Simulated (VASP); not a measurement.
# Ag (Im-3m) in VASP: notebook, part 2 of 2

VASP 6.6.1. Earlier steps stand in the parts before.

## Step 3: Single point, PBE

Input file INCAR:

```
SYSTEM = Ag
PREC = Accurate
ENCUT = 520
EDIFF = 1E-6
ISMEAR = -1
SIGMA = 0.1
LREAL = .FALSE.
LASPH = .TRUE.
NELM = 60
ALGO = Fast
ISIF = 2
LWAVE = .FALSE.
LCHARG = .TRUE.
GGA = PE
LELF = .TRUE.
LVHAR = .TRUE.
NBANDS = 12
```

Input file KPOINTS:

```
regular mesh
0
G
  13 13 13
  0 0 0
```

Input file POSCAR:

```
Ag
1.0
   -1.6556540000      1.6556540000      1.6556540000
    1.6556540000     -1.6556540000      1.6556540000
    1.6556540000      1.6556540000     -1.6556540000
Ag
1
Direct
    0.0000000000      0.0000000000      0.0000000000
```

Potentials or basis: VASP PAW PBE potentials, release 64 (Ag).

The run is started by

```
$ cat potpaw_PBE.64/Ag/POTCAR > POTCAR
$ mpirun -np 1 vasp_std > vasp.out
```

OUTCAR:

```text
SYSTEM = Ag
   PREC = Accurate
   ENCUT = 520
   EDIFF = 1E-6
   ISMEAR = -1
   LREAL = .FALSE.
   LASPH = .TRUE.
   NELM = 60
   ISIF = 2
   GGA = PE

 ion  position               nearest neighbor table
   1  0.000  0.000  0.000-

  LATTYP: Found a body centered cubic cell.
 ALAT       =     3.3113080000

  Lattice vectors:

 A1 = (  -1.6556540000,   1.6556540000,   1.6556540000)
 A2 = (   1.6556540000,  -1.6556540000,   1.6556540000)
 A3 = (   1.6556540000,   1.6556540000,  -1.6556540000)

Analysis of symmetry for initial positions (statically):
[... 530 lines left out ...]
      5       4.1449      2.00000
      6       5.3331      2.00000
      7      17.0914      0.00000
      8      20.6593      0.00000
      9      21.0351      0.00000
     10      27.5100      0.00000
     11      30.4816      0.00000
     12      32.0366      0.00000

 [... further k-points ...]
[... 5 lines left out ...]
  --------------------------------------------------------------------------------------
  -------------------------------------------------------------------------------------
  Total       -0.1066553     -0.1066553     -0.1066553      0.0000000      0.0000000      0.0000000
  in kB       -9.4129213     -9.4129213     -9.4129213      0.0000000      0.0000000      0.0000000
  external PRESSURE =      -9.4129213 kB  Pullay stress =       0.0000000 kB

 VOLUME and BASIS-vectors are now :
 -----------------------------------------------------------------------------
  energy-cutoff  :      520.00
  volume of cell :       18.15
      direct lattice vectors                 reciprocal lattice vectors
    -1.655654000  1.655654000  1.655654000     0.000000000  0.301995465  0.301995465
     1.655654000 -1.655654000  1.655654000     0.301995465  0.000000000  0.301995465
     1.655654000  1.655654000 -1.655654000     0.301995465  0.301995465  0.000000000

 POSITION                                       TOTAL-FORCE (eV/Angst)
 -----------------------------------------------------------------------------------
      0.00000      0.00000      0.00000        -0.000000      0.000000     -0.000000
 -----------------------------------------------------------------------------------
    total drift:                               -0.000000      0.000000      0.000000

  FREE ENERGIE OF THE ION-ELECTRON SYSTEM (eV)
  ---------------------------------------------------
  free  energy   TOTEN  =        -2.6955245810 eV

  energy  without entropy=       -2.6863489433  energy(sigma->0) =       -2.69093676
```

OSZICAR:

```text
N       E                     dE             d eps       ncg     rms          rms(c)
DAV:   1     0.516641709052E+02    0.51664E+02   -0.55147E+03  2048   0.823E+02
DAV:   2    -0.213918905561E+01   -0.53803E+02   -0.50960E+02  2340   0.190E+02
DAV:   3    -0.292619875108E+01   -0.78701E+00   -0.78662E+00  2328   0.246E+01
DAV:   4    -0.292856917787E+01   -0.23704E-02   -0.23703E-02  2288   0.142E+00
DAV:   5    -0.292858840070E+01   -0.19223E-04   -0.19222E-04  2320   0.116E-01    0.442E+00
RMM:   6    -0.270351658975E+01    0.22507E+00   -0.36358E-01  2023   0.542E+00    0.292E+00
RMM:   7    -0.269784113356E+01    0.56755E-02   -0.77466E-03  2264   0.986E-01    0.174E+00
RMM:   8    -0.269553982093E+01    0.23013E-02   -0.62458E-04  2241   0.245E-01    0.179E-01
RMM:   9    -0.269552096128E+01    0.18860E-04   -0.93097E-05  2399   0.833E-02    0.669E-02
RMM:  10    -0.269552339524E+01   -0.24340E-05   -0.16043E-05  2306   0.326E-02    0.175E-02
RMM:  11    -0.269552447217E+01   -0.10769E-05   -0.42538E-06  1990   0.137E-02    0.546E-03
RMM:  12    -0.269552458101E+01   -0.10883E-06   -0.31212E-07  1524   0.424E-03
   1 F= -.26955246E+01 E0= -.26909368E+01  d E =-.917564E-02
```

Wall time 26 s (1 thread of AMD EPYC 7R43 (Zen 3), shared host); peak memory 0.11 GiB.

What came out:

```yaml
Free_energy: -2.6955 eV
Pressure: -0.9 GPa
```

Levels at points of the mesh, in eV from the Fermi level:
```csv
k point,band 2,band 3,band 4,band 5,band 6,band 7,band 8,band 9,band 10,band 11
"(0.00, 0.00, 0.00)",-4.73,-4.73,-4.73,-3.53,-3.53,17.72,17.72,17.72,23.08,23.08
```

## Step 4: Single point, PBE

Input file INCAR:

```
PREC = Accurate
ENCUT = 520
EDIFF = 1E-6
ISMEAR = -1
SIGMA = 0.1
LREAL = False
LASPH = True
NELM = 60
ALGO = Normal
ISIF = 2
LWAVE = False
LCHARG = True
GGA = PE
LELF = True
LVHAR = True
NBANDS = 12
```

Input file KPOINTS:

```
regular mesh
0
Gamma
  15 15 15
```

POSCAR is that of step 3.

The run is started by

```
$ cat potpaw_PBE.64/Ag/POTCAR > POTCAR
$ mpirun -np 1 vasp_std > vasp.out
```

Wall time 35 s (1 thread of AMD EPYC 7R43 (Zen 3), shared host); peak memory 0.11 GiB.

It converged, with:

| Item | Value |
| --- | --- |
| Free energy | -2.6939 eV |
| Pressure | -1.0 GPa |

Levels at points of the mesh, in eV from the Fermi level:
```tsv
k point	band 3	band 4	band 5	band 6	band 7	band 8	band 9	band 10
(0.00, 0.00, 0.00)	-4.73	-4.73	-3.52	-3.52	17.72	17.72	17.72	23.09
```

## Step 5: Single point, PBE

Input file INCAR:

```
ALGO = Normal ; EDIFF = 1E-7
ENCUT = 520 ; GGA = PE
ISIF = 2 ; ISMEAR = -1
LASPH = T ; LCHARG = F
LREAL = F ; LWAVE = F
NBANDS = 12 ; NELM = 60
PREC = Accurate ; SIGMA = 0.1
```

Input file KPOINTS:

```
k-points
0
Gamma
  18 18 18
```

POSCAR is that of step 4.

The run is started by

```
$ cat potpaw_PBE.64/Ag/POTCAR > POTCAR
$ mpirun -np 1 vasp_std > vasp.out
```

Run time: 52 s. Hardware: 1 thread of AMD EPYC 7R43 (Zen 3), shared host; peak memory 0.13 GiB.

The run converged. Its results:

```yaml
Free_energy: -2.6879 eV
Pressure: -0.8 GPa
```

Levels at points of the mesh, in eV from the Fermi level:
```tsv
k point	band 2	band 3	band 4	band 5	band 6	band 7	band 8	band 9	band 10	band 11
(0.00, 0.00, 0.00)	-4.73	-4.73	-4.73	-3.53	-3.53	17.72	17.72	17.72	23.08	23.08
(0.50, 0.00, 0.00)	-5.43	-3.58	-3.42	-2.62	0.05	3.77	13.08	13.91	19.21	20.29
(0.50, 0.50, 0.50)	-6.01	-2.84	-2.84	-2.84	6.70	6.70	6.70	11.94	12.95	12.95
```

## Step 6: Overview

```tsv
level	k mesh	gap on the mesh (eV)	pressure (GPa)
r2SCAN	9 × 9 × 9	none	-3.6
PBE	13 × 13 × 13	none	-0.9
PBE	15 × 15 × 15	none	-1.0
PBE	18 × 18 × 18	none	-0.8
```

Alike in all rows: task single point; potentials or basis VASP PAW PBE potentials, release 64 (Ag); no spin polarisation; cell as given; cutoff (eV) 520; smearing fermi-dirac 0.1 eV.

Every run on the cell as given and a fine mesh finds a metal. The pressure there spans -3.6 GPa (r2SCAN) to -0.8 GPa (PBE); a positive pressure means that this level wants a larger cell, a negative one a smaller.

Caveats: the PAW data sets were made with another functional, which shifts forces and pressure a little (some runs).

Total energies depend on the potentials used, so only differences within one code and one set of settings carry meaning.
